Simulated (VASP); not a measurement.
# TaN (P-1) in VASP: single point with LDA

Aim: the single point of TaN with LDA.

Program: VASP 6.6.1. These are calculated values, not measurements. Logs are shortened: lines on timing, memory, paths and dates and some standing lists are left out, and cuts for length are marked.

## 1. The cell of the first run

The typed cell holds 6 atoms: a = 5.186 Å, b = 5.253 Å, c = 2.909 Å, α = 90.62°, β = 91.71°, γ = 121.27°.

## 2. Single point, LDA (equal xy, yz and zx shear strains of -3 %)

The input, INCAR:

```
ALGO = Normal
EDIFF = 1E-6
ENCUT = 520
ISIF = 2
ISMEAR = -1
LASPH = T
LCHARG = F
LREAL = F
LWAVE = F
NBANDS = 33
NELM = 60
PREC = Accurate
SIGMA = 0.03
```

The input, KPOINTS:

```
k-points
0
Gamma
  5 5 8
```

The input, POSCAR:

```
TaN
1.0
    5.1849992558     -0.0777749888     -0.0777749888
   -2.6598547440      4.5292285685     -0.0284676217
   -0.0436200000     -0.0436200000      2.9080000000
Ta N
3 3
Direct
    0.0000000000      0.0000000000      0.0000000000
    0.3333333333      0.6666666667      0.5000000000
    0.6666666667      0.3333333333      0.5000000000
    0.5000000000      0.0000000000      0.0000000000
    0.5000000000      0.5000000000      0.0000000000
    0.0000000000      0.5000000000      0.0000000000
```

Potentials or basis: VASP PAW LDA potentials, release 64 (Ta_pv, N).

Run with:

```bash
cat potpaw_LDA.64/Ta_pv/POTCAR potpaw_LDA.64/N/POTCAR > POTCAR
mpirun -np 1 vasp_std > vasp.out
```

OUTCAR:

```text
EDIFF = 1E-6
   ENCUT = 520
   ISIF = 2
   ISMEAR = -1
   LASPH = T
   LREAL = F
   NELM = 60
   PREC = Accurate

 ion  position               nearest neighbor table
   1  0.000  0.000  0.000-   5 2.56   5 2.56   4 2.59   4 2.59   6 2.63   6 2.63   2 3.24   3 3.24
                             3 3.29   2 3.29   2 3.35   3 3.35   2 3.35   3 3.35   2 3.37   3 3.37
   2  0.333  0.667  0.500-   6 2.03   4 2.06   5 2.09   5 2.11   6 2.12   4 2.12   3 2.96   3 2.99
                             3 3.03   1 3.24   1 3.29   1 3.35   1 3.35   1 3.37   1 3.38
   3  0.667  0.333  0.500-   6 2.03   4 2.06   5 2.09   5 2.11   6 2.12   4 2.12   2 2.96   2 2.99
                             2 3.03   1 3.24   1 3.29   1 3.35   1 3.35   1 3.37   1 3.38
   4  0.500  0.000  0.000-   3 2.06   2 2.06   2 2.12   3 2.12   1 2.59   1 2.59
   5  0.500  0.500  0.000-   3 2.09   2 2.09   2 2.11   3 2.11   1 2.56   1 2.56
   6  0.000  0.500  0.000-   2 2.03   3 2.03   2 2.12   3 2.12   1 2.63   1 2.63

  LATTYP: Found a triclinic cell.
 ALAT       =     5.1188945359
 B/A-ratio  =     1.0131417463
 C/A-ratio  =     0.5682192133
 COS(alpha) =     0.0297616073
 COS(beta)  =     0.0411893908
 COS(gamma) =     0.4804578458

  Lattice vectors:

 A1 = (   2.5251445118,   4.4514535797,  -0.1062426105)
 A2 = (   5.1849992558,  -0.0777749888,  -0.0777749888)
 A3 = (   0.0436200000,   0.0436200000,  -2.9080000000)

Analysis of symmetry for initial positions (statically):
=====================================================================
 Subroutine PRICEL returns:
 Original cell was already a primitive cell.

 Routine SETGRP: Setting up the symmetry group for a
 triclinic supercell.

 Subroutine GETGRP returns: Found  2 space group operations
 (whereof  2 operations were pure point group operations)
 out of a pool of  2 trial point group operations.

The static configuration has the point symmetry S_2 .

Analysis of symmetry for dynamics (positions and initial velocities):
=====================================================================
 Subroutine PRICEL returns:
 Original cell was already a primitive cell.

 Routine SETGRP: Setting up the symmetry group for a
 triclinic supercell.

 Subroutine GETGRP returns: Found  2 space group operations
 (whereof  2 operations were pure point group operations)
 out of a pool of  2 trial point group operations.

The dynamic configuration has the point symmetry S_2 .

 Subroutine INISYM returns: Found  2 space group operations
 (whereof  2 operations are pure point group operations),
 and found     1 'primitive' translations

----------------------------------------------------------------------------------------

                                     Primitive cell

  volume of cell :      67.6591

  direct lattice vectors                    reciprocal lattice vectors
     5.184999256 -0.077774989 -0.077774989     0.194648671  0.114339368  0.004634821
    -2.659854744  4.529228568 -0.028467622     0.003392924  0.222802020  0.003392924
    -0.043620000 -0.043620000  2.908000000     0.005239129  0.005239129  0.344036128

  length of vectors
     5.186165749  5.252575472  2.908654226     0.225794327  0.222853683  0.344115903

  position of ions in fractional coordinates (direct lattice)
     0.000000000  0.000000000  0.000000000
     0.333333333  0.666666667  0.500000000
     0.666666667  0.333333333  0.500000000
     0.500000000  1.000000000  1.000000000
     0.500000000  0.500000000  1.000000000
     1.000000000  0.500000000  1.000000000

  ion indices of the primitive-cell ions
   primitive index   ion index
                 1           1
                 2           2
                 3           3
                 4           4
                 5           5
                 6           6

----------------------------------------------------------------------------------------

 KPOINTS: k-points

Automatic generation of k-mesh.
 Grid dimensions read from file:
 generate k-points for:    5    5    8

 Generating k-lattice:

  Cartesian coordinates                     Fractional coordinates (reciprocal lattice)
     0.038929734  0.022867874  0.000926964     0.200000000 -0.000000000  0.000000000
     0.000678585  0.044560404  0.000678585     0.000000000  0.200000000  0.000000000
     0.000654891  0.000654891  0.043004516    -0.000000000 -0.000000000  0.125000000

  Length of vectors
     0.045158865  0.044570737  0.043014488

  Shift w.r.t. Gamma in fractional coordinates (k-lattice)
     0.000000000  0.000000000  0.000000000

 Subroutine IBZKPT returns following result:
 ===========================================

 Found    101 irreducible k-points:

 Following reciprocal coordinates:
            Coordinates               Weight
  0.000000  0.000000  0.000000      1.000000
  0.200000 -0.000000  0.000000      2.000000
  0.400000  0.000000  0.000000      2.000000
 -0.000000  0.200000  0.000000      2.000000
  0.200000  0.200000  0.000000      2.000000
  0.400000  0.200000  0.000000      2.000000
[... 16 lines left out ...]
 -0.200000  0.200000  0.125000      2.000000
 -0.000000  0.400000  0.125000      2.000000
 [... further k-points ...]
   k-points           NKPTS =    101   k-points in BZ     NKDIM =    101   number of bands    NBANDS=     33
   number of dos      NEDOS =    301   number of ions     NIONS =      6
   total plane-waves  NPLWV =  38400
   dimension x,y,z NGX =    40 NGY =   40 NGZ =   24
   dimension x,y,z NGXF=    80 NGYF=   80 NGZF=   48
   ions per type =               3   3
   NGX,Y,Z   is equivalent  to a cutoff of  12.82, 12.66, 13.72 a.u.
   NGXF,Y,Z  is equivalent  to a cutoff of  25.64, 25.32, 27.43 a.u.
 SYSTEM =  unknown system
   PREC   = accura    normal or accurate (medium, high low for compatibility)
   ISTART =      0    job   : 0-new  1-cont  2-samecut
   ICHARG =      2    charge: 1-file 2-atom 10-const
   ISPIN  =      1    spin polarized calculation?
   LNONCOLLINEAR =      F non collinear calculations
   LSORBIT =      F    spin-orbit coupling
   LASPH  =      T    aspherical Exc in radial PAW
   ENCUT  =  520.0 eV  38.22 Ry    6.18 a.u.   9.64  9.77  5.41*2*pi/ulx,y,z
   NELM   =     60;   NELMIN=  2; NELMDL= -5     # of ELM steps
   EDIFF  = 0.1E-05   stopping-criterion for ELM
   LREAL  =      F    real-space projection
   EDIFFG = 0.1E-04   stopping-criterion for IOM
   NSW    =      0    number of steps for IOM
   IBRION =     -1    ionic relax: 0-MD 1-quasi-New 2-CG
   NFREE  =      0    steps in history (QN), initial steepest desc. (CG)
   ISIF   =      2    stress and relaxation
   ISYM   =      2    0-nonsym 1-usesym 2-fastsym
   POTIM  = 0.5000    time-step for ionic-motion
   TEBEG  =    0.0;   TEEND  =   0.0 temperature during run
   PSTRESS=    0.0 pullay stress
   NELECT =      48.0000    total number of electrons
   NUPDOWN=      -1.0000    fix difference up-down
   EMIN   =  10.00;   EMAX   =-10.00  energy-range for DOS
   EFERMI =   0.00;   METHOD = LEGACY
   ISMEAR =    -1;   SIGMA  =   0.03  broadening in eV -4-tet -1-fermi 0-gaus
   EFERMI_NEDOS =   21; number of points for ismear=-14 and -15
   IALGO  =     38    algorithm
   IMIX   =      4    mixing-type and parameters
     AMIX     =   0.40;   BMIX     =  1.00
     AMIX_MAG =   1.60;   BMIX_MAG =  1.00
  volume/ion in A,a.u.               =      11.28        76.10
  Fermi-wavevector in a.u.,A,eV,Ry     =   1.460091  2.759171 29.005781  2.131865
  Thomas-Fermi vector in A             =   2.576581
   LORBIT       =      0    0 simple, 1 ext, 2 COOP (PROOUT), +10 PAW based schemes
   GGA     = CA    functional components
   LHFCALC =     F    Hartree Fock is set to
   AEXX    =    0.0000 exact exchange contribution
   IVDW    =     0    specifies the selected vdW correction
   LEPSILON=     F    determine dielectric tensor
   LRPA    =     F    only Hartree local field effects (RPA)
 non-spin polarized calculation
  energy-cutoff  :      520.00
  volume of cell :       67.66
 maximum number of plane-waves:      1836
   NGX = 19   NGY = 19   NGZ = 11

 number of electron      48.0000004 magnetization

 Free energy of the ion-electron system (eV)
  ---------------------------------------------------
  ext. energy  EPLUGINS =         0.00000000
  ---------------------------------------------------
  free energy    TOTEN  =       -71.24427400 eV

  energy without entropy =      -71.24137158  energy(sigma->0) =      -71.24282279

 E-fermi :   8.1090     XC(G=0): -13.2896

 val. band max:        8.1085472294   @ k =   0.0000   0.0000   0.3750
 cond. band min:       8.1478348234   @ k =  -0.0000   0.2000   0.2500
 fundamental gap:      0.0392875940
 Fermi energy:         8.1089723873

 k-point     1 :       0.0000    0.0000    0.0000
  band No.  band energies     occupation
      1     -27.9284      2.00000
      2     -27.9022      2.00000
      3     -27.5216      2.00000
      4     -27.5090      2.00000
      5     -27.3059      2.00000
      6     -27.1811      2.00000
[... 25 lines left out ...]
     32      11.2694      0.00000
     33      11.3182      0.00000

 k-point     2 :       0.2000   -0.0000    0.0000
  band No.  band energies     occupation
      1     -27.9348      2.00000
      2     -27.9136      2.00000
      3     -27.4836      2.00000
      4     -27.4744      2.00000
      5     -27.2935      2.00000
      6     -27.2047      2.00000
[... 25 lines left out ...]
     32      11.4132      0.00000
     33      11.7003      0.00000

 k-point     3 :       0.4000    0.0000    0.0000
  band No.  band energies     occupation
      1     -27.9751      2.00000
      2     -27.8442      2.00000
      3     -27.5391      2.00000
      4     -27.4201      2.00000
      5     -27.2635      2.00000
      6     -27.2204      2.00000
[... 25 lines left out ...]
     32      11.5934      0.00000
     33      11.9451      0.00000

 k-point     4 :      -0.0000    0.2000    0.0000
  band No.  band energies     occupation
      1     -27.9485      2.00000
      2     -27.8929      2.00000
      3     -27.4980      2.00000
      4     -27.4716      2.00000
      5     -27.2941      2.00000
      6     -27.2138      2.00000
[... 25 lines left out ...]
     32      11.4020      0.00000
     33      11.6733      0.00000

 k-point     5 :       0.2000    0.2000    0.0000
  band No.  band energies     occupation
      1     -27.9612      2.00000
      2     -27.8707      2.00000
      3     -27.5247      2.00000
      4     -27.4184      2.00000
      5     -27.2722      2.00000
      6     -27.2214      2.00000
[... 604 lines left out ...]
 k-point    22 :      -0.4000    0.2000    0.1250
  band No.  band energies     occupation
      1     -27.9393      2.00000
      2     -27.8297      2.00000
      3     -27.5240      2.00000
      4     -27.4328      2.00000
      5     -27.3979      2.00000
      6     -27.3411      2.00000
[... 25 lines left out ...]
     32      11.7257      0.00000
     33      11.9915      0.00000

 k-point    23 :      -0.2000    0.2000    0.1250
  band No.  band energies     occupation
      1     -27.9273      2.00000
      2     -27.8568      2.00000
      3     -27.4925      2.00000
      4     -27.4668      2.00000
      5     -27.4288      2.00000
      6     -27.3145      2.00000
[... 25 lines left out ...]
     32      11.3673      0.00000
     33      11.8512      0.00000

 k-point    24 :      -0.0000    0.4000    0.1250
  band No.  band energies     occupation
      1     -27.9584      2.00000
      2     -27.7956      2.00000
      3     -27.5477      2.00000
      4     -27.4236      2.00000
      5     -27.3867      2.00000
      6     -27.3435      2.00000
[... 25 lines left out ...]
     32      11.6403      0.00000
     33      11.9110      0.00000

 [... further k-points ...]

------------------------ aborting loop because EDIFF is reached ----------------------------------------

  FORCE on cell =-STRESS in cart. coord.  units (eV):
  Direction    XX          YY          ZZ          XY          YZ          ZX
  --------------------------------------------------------------------------------------
  -------------------------------------------------------------------------------------
  Total       -0.6798610     -0.6025717     -1.3647892      1.6108710      2.6930544      2.7021269
  in kB      -16.0992055    -14.2689843    -32.3184052     38.1456568     63.7719142     63.9867523
  external PRESSURE =     -20.8955316 kB  Pullay stress =       0.0000000 kB

 VOLUME and BASIS-vectors are now :
 -----------------------------------------------------------------------------
  energy-cutoff  :      520.00
  volume of cell :       67.66
      direct lattice vectors                 reciprocal lattice vectors
     5.184999256 -0.077774989 -0.077774989     0.194648671  0.114339368  0.004634821
    -2.659854744  4.529228568 -0.028467622     0.003392924  0.222802020  0.003392924
    -0.043620000 -0.043620000  2.908000000     0.005239129  0.005239129  0.344036128

 POSITION                                       TOTAL-FORCE (eV/Angst)
 -----------------------------------------------------------------------------------
      0.00000      0.00000      0.00000         0.000000      0.000000      0.000000
     -0.06671      2.97175      1.40910         0.488424     -0.000608      0.070773
      2.54824      1.43608      1.39266        -0.488424      0.000608     -0.070773
      2.59250     -0.03889     -0.03889         0.000000      0.000000     -0.000000
      1.26257      2.22573     -0.05312        -0.000000     -0.000000      0.000000
     -1.32993      2.26461     -0.01423         0.000000     -0.000000      0.000000
 -----------------------------------------------------------------------------------
    total drift:                               -0.000000      0.000000     -0.000000

  FREE ENERGIE OF THE ION-ELECTRON SYSTEM (eV)
  ---------------------------------------------------
  free  energy   TOTEN  =       -71.2442740003 eV

  energy  without entropy=      -71.2413715794  energy(sigma->0) =      -71.24282279
```

Wall time 5.4 min (1 thread of Intel Xeon 8259CL, shared host); peak memory 0.29 GiB.

What came out:

- Free energy: -71.2443 eV
- Pressure: -2.1 GPa
- Largest force: 0.494 eV/Å
- Band gap on the k mesh: zero (bands 24 and 25 overlap by 1.78 eV)

Forces in eV/Å, atoms in the order of the input:
```
Ta   0.000  0.000  0.000
Ta   0.488 -0.001  0.071
Ta  -0.488  0.001 -0.071
N    0.000  0.000  0.000
N    0.000  0.000  0.000
N    0.000  0.000  0.000
```

Stress tensor (GPa, compression positive):
```
-1.61  3.81  6.40
 3.81 -1.43  6.38
 6.40  6.38 -3.23
```

Caveat: the cell differs from its parent crystal (equal xy, yz and zx shear strains of -3 %); spin-orbit coupling is left out, which moves the levels of the heavy elements.

The gap in the log of VASP goes by the Fermi energy; the results here count the filled bands.